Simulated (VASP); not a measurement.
The system is Na2Pd.

```
Na Pd
1.0
     3.45734    0.00000    0.00000
    -1.72867    2.99414    0.00000
     0.00000    0.00000    8.46872
Na Pd
2 1
Direct
  0.33333 0.66667 0.66667
  0.66667 0.33333 0.33333
  0.00000 0.00000 0.00000
```

```yaml
Program: VASP 6.6.1
Task: relaxation of cell and atoms
Functional: PBE
Potentials_or_basis: VASP PAW PBE potentials, release 64 (Na_pv, Pd)
Cutoff: 600 eV
k_mesh: 6 × 6 × 2
Occupations: gaussian, width 0.1 eV
Spin: no spin polarisation
```

At the start: pressure -4.3 GPa; volume 29.22 Å³/atom.

Question: How do energy, volume and symmetry change on relaxing?

Answer: Over 10 steps the energy falls by 283.5 meV/atom and the volume is 22.66 Å³/atom (-22.5 %); space group P-3m1 (No. 164, to 0.05 Å).

Step by step:
```
step  energy change (eV)  largest force (eV/Å)  pressure (GPa)  volume (Å³)
   1              0.0000                0.9474           -4.32        87.67
   2             -0.3304                0.9488           -3.70        78.04
   3             -0.6601                0.6890            1.13        61.89
   4             -0.7357                0.4756            1.18        62.27
   5             -0.8174                0.1001            1.64        63.01
   6             -0.8245                0.0195            1.91        63.28
   7             -0.8452                0.1227           -0.52        68.54
   8             -0.8471                0.0931           -0.04        67.32
   9             -0.8495                0.0668           -0.07        67.64
  10             -0.8504                0.0351           -0.05        67.98
```

Final structure:
```cif
data_structure
_symmetry_space_group_name_H-M 'P 1'
_symmetry_Int_Tables_number 1
_cell_length_a 3.1353
_cell_length_b 3.1353
_cell_length_c 7.9850
_cell_angle_alpha 90.000
_cell_angle_beta 90.000
_cell_angle_gamma 120.000
_cell_volume 67.98
loop_
_atom_site_label
_atom_site_type_symbol
_atom_site_fract_x
_atom_site_fract_y
_atom_site_fract_z
_atom_site_occupancy
Na1 Na 0.33333 0.66667 0.71503 1
Na2 Na 0.66667 0.33333 0.28497 1
Pd1 Pd 0.00000 0.00000 0.00000 1
```

Caveat: the k points lie up to 0.39 Å⁻¹ apart in the final cell; the volume moved by over 15 % at a fixed basis, so the end points are rough.
